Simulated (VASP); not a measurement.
# Cu (P6_3/mmc) in VASP: notebook, part 2 of 2

VASP 6.6.1.

### 3 Single point, LDA

Input file INCAR:

```
SYSTEM = Cu
PREC = Accurate ; ENCUT = 520
EDIFF = 1E-7 ; ISMEAR = -1
SIGMA = 0.1 ; LREAL = .False.
LASPH = .True. ; NELM = 100
ALGO = Normal ; ISIF = 2
LWAVE = .False. ; LCHARG = .False.
NBANDS = 18
```

Input file KPOINTS:

```
Automatic mesh
0
Gamma
  12 12 7
  0 0 0
```

Input file POSCAR:

```
Cu
1.0
    2.5340970000      0.0000000000      0.0000000000
   -1.2670480000      2.1945920000      0.0000000000
    0.0000000000      0.0000000000      4.1125710000
Cu
2
Direct
    0.3333333333      0.6666666667      0.2500000000
    0.6666666667      0.3333333333      0.7500000000
```

Potentials or basis: VASP PAW LDA potentials, release 64 (Cu).

Command:

```bash
$ cat potpaw_LDA.64/Cu/POTCAR > POTCAR
$ mpirun -np 1 vasp_std > vasp.out
```

OUTCAR:

```text
SYSTEM = Cu
   PREC = Accurate
   ENCUT = 520
   EDIFF = 1E-7
   ISMEAR = -1
   LREAL = .False.
   LASPH = .True.
   NELM = 100
   ISIF = 2

 ion  position               nearest neighbor table
   1  0.333  0.667  0.250-   2 2.52   2 2.52   2 2.52   2 2.52   2 2.52   2 2.52
   2  0.667  0.333  0.750-   1 2.52   1 2.52   1 2.52   1 2.52   1 2.52   1 2.52

  LATTYP: Found a hexagonal cell.
 ALAT       =     2.5340970000
 C/A-ratio  =     1.6228940723

  Lattice vectors:

 A1 = (   2.5340970000,   0.0000000000,   0.0000000000)
 A2 = (  -1.2670480000,   2.1945920000,   0.0000000000)
 A3 = (   0.0000000000,   0.0000000000,   4.1125710000)

Analysis of symmetry for initial positions (statically):
=====================================================================
 Subroutine PRICEL returns:
 Original cell was already a primitive cell.

 Routine SETGRP: Setting up the symmetry group for a
 hexagonal supercell.

 Subroutine GETGRP returns: Found 24 space group operations
 (whereof 12 operations were pure point group operations)
 out of a pool of 24 trial point group operations.

The static configuration has the point symmetry D_3d.
 The point group associated with its full space group is D_6h.

Analysis of symmetry for dynamics (positions and initial velocities):
=====================================================================
 Subroutine PRICEL returns:
 Original cell was already a primitive cell.

 Routine SETGRP: Setting up the symmetry group for a
 hexagonal supercell.

 Subroutine GETGRP returns: Found 24 space group operations
 (whereof 12 operations were pure point group operations)
 out of a pool of 24 trial point group operations.

The dynamic configuration has the point symmetry D_3d.
 The point group associated with its full space group is D_6h.

 Subroutine INISYM returns: Found 24 space group operations
 (whereof 12 operations are pure point group operations),
 and found     1 'primitive' translations

----------------------------------------------------------------------------------------

                                     Primitive cell

  volume of cell :      22.8713

  direct lattice vectors                    reciprocal lattice vectors
     2.534097000  0.000000000  0.000000000     0.394617886  0.227832692  0.000000000
    -1.267048000  2.194592000  0.000000000     0.000000000  0.455665563  0.000000000
     0.000000000  0.000000000  4.112571000     0.000000000  0.000000000  0.243156896

  length of vectors
     2.534097000  2.534096423  4.112571000     0.455665460  0.455665563  0.243156896

  position of ions in fractional coordinates (direct lattice)
     0.333333333  0.666666667  0.250000000
     0.666666667  0.333333333  0.750000000

  ion indices of the primitive-cell ions
   primitive index   ion index
                 1           1
                 2           2

----------------------------------------------------------------------------------------

 KPOINTS: Automatic mesh

Automatic generation of k-mesh.
 Grid dimensions read from file:
 generate k-points for:   12   12    7

 Generating k-lattice:

  Cartesian coordinates                     Fractional coordinates (reciprocal lattice)
     0.032884824  0.018986058  0.000000000     0.083333333  0.000000000  0.000000000
     0.000000000  0.037972130  0.000000000     0.000000000  0.083333333  0.000000000
     0.000000000  0.000000000  0.034736699     0.000000000  0.000000000  0.142857143

  Length of vectors
     0.037972122  0.037972130  0.034736699

  Shift w.r.t. Gamma in fractional coordinates (k-lattice)
     0.000000000  0.000000000  0.000000000

 Subroutine IBZKPT returns following result:
 ===========================================

 Found     76 irreducible k-points:

 Following reciprocal coordinates:
            Coordinates               Weight
  0.000000  0.000000  0.000000      1.000000
  0.083333  0.000000  0.000000      6.000000
  0.166667 -0.000000  0.000000      6.000000
  0.250000  0.000000  0.000000      6.000000
  0.333333 -0.000000  0.000000      6.000000
  0.416667  0.000000  0.000000      6.000000
[... 16 lines left out ...]
  0.250000  0.000000  0.142857     12.000000
  0.333333 -0.000000  0.142857     12.000000
 [... further k-points ...]
   k-points           NKPTS =     76   k-points in BZ     NKDIM =     76   number of bands    NBANDS=     18
   number of dos      NEDOS =    301   number of ions     NIONS =      2
   total plane-waves  NPLWV =  12800
   dimension x,y,z NGX =    20 NGY =   20 NGZ =   32
   dimension x,y,z NGXF=    40 NGYF=   40 NGZF=   64
   ions per type =               2
   NGX,Y,Z   is equivalent  to a cutoff of  13.12, 13.12, 12.94 a.u.
   NGXF,Y,Z  is equivalent  to a cutoff of  26.24, 26.24, 25.87 a.u.
 SYSTEM =  Cu
   PREC   = accura    normal or accurate (medium, high low for compatibility)
   ISTART =      0    job   : 0-new  1-cont  2-samecut
   ICHARG =      2    charge: 1-file 2-atom 10-const
   ISPIN  =      1    spin polarized calculation?
   LNONCOLLINEAR =      F non collinear calculations
   LSORBIT =      F    spin-orbit coupling
   LASPH  =      T    aspherical Exc in radial PAW
   ENCUT  =  520.0 eV  38.22 Ry    6.18 a.u.   4.71  4.71  7.65*2*pi/ulx,y,z
   NELM   =    100;   NELMIN=  2; NELMDL= -5     # of ELM steps
   EDIFF  = 0.1E-06   stopping-criterion for ELM
   LREAL  =      F    real-space projection
   EDIFFG = 0.1E-05   stopping-criterion for IOM
   NSW    =      0    number of steps for IOM
   IBRION =     -1    ionic relax: 0-MD 1-quasi-New 2-CG
   NFREE  =      0    steps in history (QN), initial steepest desc. (CG)
   ISIF   =      2    stress and relaxation
   ISYM   =      2    0-nonsym 1-usesym 2-fastsym
   POTIM  = 0.5000    time-step for ionic-motion
   TEBEG  =    0.0;   TEEND  =   0.0 temperature during run
   PSTRESS=    0.0 pullay stress
   NELECT =      22.0000    total number of electrons
   NUPDOWN=      -1.0000    fix difference up-down
   EMIN   =  10.00;   EMAX   =-10.00  energy-range for DOS
   EFERMI =   0.00;   METHOD = LEGACY
   ISMEAR =    -1;   SIGMA  =   0.10  broadening in eV -4-tet -1-fermi 0-gaus
   EFERMI_NEDOS =   21; number of points for ismear=-14 and -15
   IALGO  =     38    algorithm
   IMIX   =      4    mixing-type and parameters
     AMIX     =   0.40;   BMIX     =  1.00
     AMIX_MAG =   1.60;   BMIX_MAG =  1.00
  volume/ion in A,a.u.               =      11.44        77.17
  Fermi-wavevector in a.u.,A,eV,Ry     =   1.616041  3.053874 35.532798  2.611587
  Thomas-Fermi vector in A             =   2.710691
   LORBIT       =      0    0 simple, 1 ext, 2 COOP (PROOUT), +10 PAW based schemes
   GGA     = CA    functional components
   LHFCALC =     F    Hartree Fock is set to
   AEXX    =    0.0000 exact exchange contribution
   IVDW    =     0    specifies the selected vdW correction
   LEPSILON=     F    determine dielectric tensor
   LRPA    =     F    only Hartree local field effects (RPA)
 non-spin polarized calculation
  energy-cutoff  :      520.00
  volume of cell :       22.87
 maximum number of plane-waves:       634
 NGX is ok and might be reduce to    20
   NGX =  9   NGY =  9   NGZ = 15

 number of electron      21.9999980 magnetization

 Free energy of the ion-electron system (eV)
  ---------------------------------------------------
  ext. energy  EPLUGINS =         0.00000000
  ---------------------------------------------------
  free energy    TOTEN  =        -9.37343475 eV

  energy without entropy =       -9.34594800  energy(sigma->0) =       -9.35969138

 E-fermi :   7.7122     XC(G=0): -13.2915

 val. band max:        7.6899910422   @ k =   0.0833   0.0833   0.1429
 cond. band min:       7.7133163135   @ k =   0.2500   0.2500   0.2857
 fundamental gap:      0.0233252713
 Fermi energy:         7.7121909162

 k-point     1 :       0.0000    0.0000    0.0000
  band No.  band energies     occupation
      1      -1.8474      2.00000
      2       2.4565      2.00000
      3       4.5943      2.00000
      4       4.6417      2.00000
      5       4.6417      2.00000
      6       4.8657      2.00000
[... 10 lines left out ...]
     17      31.4743      0.00000
     18      31.4745      0.00000

 k-point     2 :       0.0833    0.0000    0.0000
  band No.  band energies     occupation
      1      -1.6189      2.00000
      2       2.5873      2.00000
      3       4.4572      2.00000
      4       4.7269      2.00000
      5       4.7536      2.00000
      6       4.8297      2.00000
[... 10 lines left out ...]
     17      32.5320      0.00000
     18      32.6558      0.00000
[... 442 lines left out ...]
 k-point    24 :       0.3333   -0.0000    0.1429
  band No.  band energies     occupation
      1       1.4642      2.00000
      2       3.2230      2.00000
      3       3.5133      2.00000
      4       4.1060      2.00000
      5       4.6442      2.00000
      6       4.7202      2.00000
[... 10 lines left out ...]
     17      25.4767      0.00000
     18      27.7105      0.00000

 [... further k-points ...]
[... 5 lines left out ...]
  --------------------------------------------------------------------------------------
  -------------------------------------------------------------------------------------
  Total       -1.0283795     -1.0283791     -0.9337637     -0.0000002     -0.0000000      0.0000000
  in kB      -72.0399729    -72.0399481    -65.4119524     -0.0000164     -0.0000000      0.0000000
  external PRESSURE =     -69.8306244 kB  Pullay stress =       0.0000000 kB

 VOLUME and BASIS-vectors are now :
 -----------------------------------------------------------------------------
  energy-cutoff  :      520.00
  volume of cell :       22.87
      direct lattice vectors                 reciprocal lattice vectors
     2.534097000  0.000000000  0.000000000     0.394617886  0.227832692  0.000000000
    -1.267048000  2.194592000  0.000000000     0.000000000  0.455665563  0.000000000
     0.000000000  0.000000000  4.112571000     0.000000000  0.000000000  0.243156896

 POSITION                                       TOTAL-FORCE (eV/Angst)
 -----------------------------------------------------------------------------------
      0.00000      1.46306      1.02814        -0.000000      0.000000      0.000000
      1.26705      0.73153      3.08443         0.000000     -0.000000      0.000000
 -----------------------------------------------------------------------------------
    total drift:                                0.000000     -0.000000      0.000000

  FREE ENERGIE OF THE ION-ELECTRON SYSTEM (eV)
  ---------------------------------------------------
  free  energy   TOTEN  =        -9.3734347526 eV

  energy  without entropy=       -9.3459479976  energy(sigma->0) =       -9.35969138
```

stdout:

```text
POSCAR found type information on POSCAR Cu
 POSCAR found :  1 types and       2 ions
 scaLAPACK will be used
 LDA part: xc-table for (Slater(with rela. corr.)+CA(PZ))
 , standard interpolation
 POSCAR, INCAR and KPOINTS ok, starting setup
 FFT: planning ... GRIDC
 FFT: planning ... GRID_SOFT
 FFT: planning ... GRID
 WAVECAR not read
 entering main loop
```

It took 28 s on 1 thread of Intel Xeon 8259CL, shared host; peak memory 0.14 GiB.

What came out:

```yaml
Free_energy: -9.3734 eV
Pressure: -7.0 GPa
Band_gap_on_the_k_mesh: zero (bands 11 and 12 overlap by 5.99 eV)
```

Caveat: the cell stands under tension.

### 4 Single point, BLYP

Input file INCAR:

```
PREC     = Accurate       # precision mode
ENCUT    = 520            # plane-wave cutoff, eV
EDIFF    = 1E-6           # SCF threshold, eV
ISMEAR   = -1             # smearing method
SIGMA    = 0.1            # smearing width, eV
LREAL    = F              # projectors in reciprocal space
LASPH    = T              # aspherical terms in the spheres
NELM     = 80             # most SCF steps
ALGO     = Normal         # electronic algorithm
ISIF     = 2              # what is computed and relaxed
LWAVE    = F              # write WAVECAR
LCHARG   = F              # write CHGCAR
GGA      = B5             # functional
ALDAX    = 1.0          
AGGAX    = 1.0          
AGGAC    = 1.0          
ALDAC    = 0.0          
NBANDS   = 18             # bands
```

Input file KPOINTS:

```
Automatic mesh
0
Gamma
  12 12 7
```

POSCAR is that of step 3.

Potentials or basis: VASP PAW PBE potentials, release 64 (Cu).

Command:

```bash
$ cat potpaw_PBE.64/Cu/POTCAR > POTCAR
$ mpirun -np 1 vasp_std > vasp.out
```

OUTCAR:

```text
PREC = Accurate
   ENCUT = 520
   EDIFF = 1E-6
   ISMEAR = -1
   LREAL = F
   LASPH = T
   NELM = 80
   ISIF = 2
   GGA = B5

 ion  position               nearest neighbor table
   1  0.333  0.667  0.250-   2 2.52   2 2.52   2 2.52   2 2.52   2 2.52   2 2.52
   2  0.667  0.333  0.750-   1 2.52   1 2.52   1 2.52   1 2.52   1 2.52   1 2.52

  LATTYP: Found a hexagonal cell.
 ALAT       =     2.5340970000
 C/A-ratio  =     1.6228940723

  Lattice vectors:

 A1 = (   2.5340970000,   0.0000000000,   0.0000000000)
 A2 = (  -1.2670480000,   2.1945920000,   0.0000000000)
 A3 = (   0.0000000000,   0.0000000000,   4.1125710000)

Analysis of symmetry for initial positions (statically):
=====================================================================
 Subroutine PRICEL returns:
 Original cell was already a primitive cell.

 Routine SETGRP: Setting up the symmetry group for a
 hexagonal supercell.

 Subroutine GETGRP returns: Found 24 space group operations
 (whereof 12 operations were pure point group operations)
 out of a pool of 24 trial point group operations.

The static configuration has the point symmetry D_3d.
 The point group associated with its full space group is D_6h.

Analysis of symmetry for dynamics (positions and initial velocities):
=====================================================================
 Subroutine PRICEL returns:
 Original cell was already a primitive cell.

 Routine SETGRP: Setting up the symmetry group for a
 hexagonal supercell.

 Subroutine GETGRP returns: Found 24 space group operations
 (whereof 12 operations were pure point group operations)
 out of a pool of 24 trial point group operations.

The dynamic configuration has the point symmetry D_3d.
 The point group associated with its full space group is D_6h.

 Subroutine INISYM returns: Found 24 space group operations
 (whereof 12 operations are pure point group operations),
 and found     1 'primitive' translations

[... 110 lines left out ...]
   EFERMI_NEDOS =   21; number of points for ismear=-14 and -15
   IALGO  =     38    algorithm
   IMIX   =      4    mixing-type and parameters
     AMIX     =   0.40;   BMIX     =  1.00
     AMIX_MAG =   1.60;   BMIX_MAG =  1.00
  volume/ion in A,a.u.               =      11.44        77.17
  Fermi-wavevector in a.u.,A,eV,Ry     =   1.616041  3.053874 35.532798  2.611587
  Thomas-Fermi vector in A             =   2.710691
   LORBIT       =      0    0 simple, 1 ext, 2 COOP (PROOUT), +10 PAW based schemes
   GGA     = B5    functional components
   LHFCALC =     F    Hartree Fock is set to
   AEXX    =    0.0000 exact exchange contribution
   IVDW    =     0    specifies the selected vdW correction
   LEPSILON=     F    determine dielectric tensor
   LRPA    =     F    only Hartree local field effects (RPA)
 non-spin polarized calculation
  energy-cutoff  :      520.00
  volume of cell :       22.87
 maximum number of plane-waves:       634
 NGX is ok and might be reduce to    20
   NGX =  9   NGY =  9   NGZ = 15

 number of electron      21.9999980 magnetization

 Free energy of the ion-electron system (eV)
  ---------------------------------------------------
  ext. energy  EPLUGINS =         0.00000000
  ---------------------------------------------------
  free energy    TOTEN  =        -5.82180273 eV

  energy without entropy =       -5.79523768  energy(sigma->0) =       -5.80852021

 E-fermi :   8.4795     XC(G=0): -12.3412

 val. band max:        8.4601334243   @ k =   0.0833   0.0833   0.1429
 cond. band min:       8.5107686086   @ k =   0.5000   0.0000   0.0000
 fundamental gap:      0.0506351843
 Fermi energy:         8.4795381911

 k-point     1 :       0.0000    0.0000    0.0000
  band No.  band energies     occupation
      1      -1.0223      2.00000
      2       3.1868      2.00000
      3       5.2803      2.00000
      4       5.3260      2.00000
      5       5.3260      2.00000
      6       5.5469      2.00000
[... 481 lines left out ...]
      5       5.3414      2.00000
      6       5.3988      2.00000
[... 10 lines left out ...]
     17      26.3589      0.00000
     18      28.4948      0.00000

 [... further k-points ...]

------------------------ aborting loop because EDIFF is reached ----------------------------------------

  FORCE on cell =-STRESS in cart. coord.  units (eV):
  Direction    XX          YY          ZZ          XY          YZ          ZX
  --------------------------------------------------------------------------------------
  -------------------------------------------------------------------------------------
  Total        2.3878964      2.3878956      2.4765796      0.0000005      0.0000000      0.0000000
  in kB      167.2767707    167.2767131    173.4891951      0.0000381      0.0000000      0.0000000
  external PRESSURE =     169.3475596 kB  Pullay stress =       0.0000000 kB

 VOLUME and BASIS-vectors are now :
 -----------------------------------------------------------------------------
  energy-cutoff  :      520.00
  volume of cell :       22.87
      direct lattice vectors                 reciprocal lattice vectors
     2.534097000  0.000000000  0.000000000     0.394617886  0.227832692  0.000000000
    -1.267048000  2.194592000  0.000000000     0.000000000  0.455665563  0.000000000
     0.000000000  0.000000000  4.112571000     0.000000000  0.000000000  0.243156896

 POSITION                                       TOTAL-FORCE (eV/Angst)
 -----------------------------------------------------------------------------------
      0.00000      1.46306      1.02814         0.000000      0.000000      0.000000
      1.26705      0.73153      3.08443        -0.000000     -0.000000      0.000000
 -----------------------------------------------------------------------------------
    total drift:                                0.000000     -0.000000      0.000000

  FREE ENERGIE OF THE ION-ELECTRON SYSTEM (eV)
  ---------------------------------------------------
  free  energy   TOTEN  =        -5.8218027322 eV

  energy  without entropy=       -5.7952376843  energy(sigma->0) =       -5.80852021
```

OSZICAR:

```text
N       E                     dE             d eps       ncg     rms          rms(c)
DAV:   1     0.125140662581E+03    0.12514E+03   -0.10599E+04  2952   0.223E+03
DAV:   2    -0.118152792931E+01   -0.12632E+03   -0.12002E+03  2744   0.289E+02
DAV:   3    -0.743258660699E+01   -0.62511E+01   -0.60300E+01  3070   0.865E+01
DAV:   4    -0.749855031523E+01   -0.65964E-01   -0.65919E-01  3256   0.960E+00
DAV:   5    -0.749949192420E+01   -0.94161E-03   -0.94158E-03  3390   0.992E-01    0.104E+01
DAV:   6    -0.646527083684E+01    0.10342E+01   -0.10147E+01  2914   0.920E+01    0.498E+00
DAV:   7    -0.584650232669E+01    0.61877E+00   -0.19693E+00  3006   0.375E+01    0.701E-01
DAV:   8    -0.582600092335E+01    0.20501E-01   -0.16177E-02  3766   0.182E+00    0.481E-01
DAV:   9    -0.582176756308E+01    0.42334E-02   -0.58946E-03  3486   0.220E+00    0.222E-02
DAV:  10    -0.582180213604E+01   -0.34573E-04   -0.18279E-04  3814   0.182E-01    0.990E-03
DAV:  11    -0.582180273225E+01   -0.59621E-06   -0.40694E-06  3240   0.478E-02
   1 F= -.58218027E+01 E0= -.58085202E+01  d E =-.265650E-01
```

stdout:

```text
POSCAR found type information on POSCAR Cu
 POSCAR found :  1 types and       2 ions
 scaLAPACK will be used
 -----------------------------------------------------------------------------
|                                                                             |
|                                                                             |
|     You enforced a specific xc type in the INCAR file but a different       |
|     I HOPE YOU KNOW WHAT YOU ARE DOING!                                     |
|                                                                             |
 -----------------------------------------------------------------------------

 LDA part: xc-table for (Slater(with rela. corr.)+VWN5), standard interpolation
 POSCAR, INCAR and KPOINTS ok, starting setup
 FFT: planning ... GRIDC
 FFT: planning ... GRID_SOFT
 FFT: planning ... GRID
 WAVECAR not read
 entering main loop
```

It took 36 s on 1 thread of Intel Xeon 8259CL, shared host; peak memory 0.15 GiB.

What came out:

```yaml
Free_energy: -5.8218 eV
Pressure: 16.9 GPa
Band_gap_on_the_k_mesh: zero (bands 11 and 12 overlap by 6.13 eV)
```

Caveat: the cell stands under pressure; the PAW data sets were made with another functional, which shifts forces and pressure a little.

### 5 The runs side by side

```tsv
level	potentials or basis	gap on the mesh (eV)	pressure (GPa)
PBEsol	VASP PAW PBE potentials, release 64 (Cu)	none	-0.7
LDA	VASP PAW LDA potentials, release 64 (Cu)	none	-7.0
BLYP	VASP PAW PBE potentials, release 64 (Cu)	none	16.9
```

Alike in all rows: task single point; no spin polarisation; cell as given; k mesh 12 × 12 × 7; cutoff (eV) 520; smearing fermi-dirac 0.1 eV.

Caveats: the PAW data sets were made with another functional, which shifts forces and pressure a little (at least some runs); the cell stands under tension (at least some runs); the cell stands under pressure (at least some runs).

Total energies depend on the potentials used, so only differences within one code and one set of settings carry meaning.
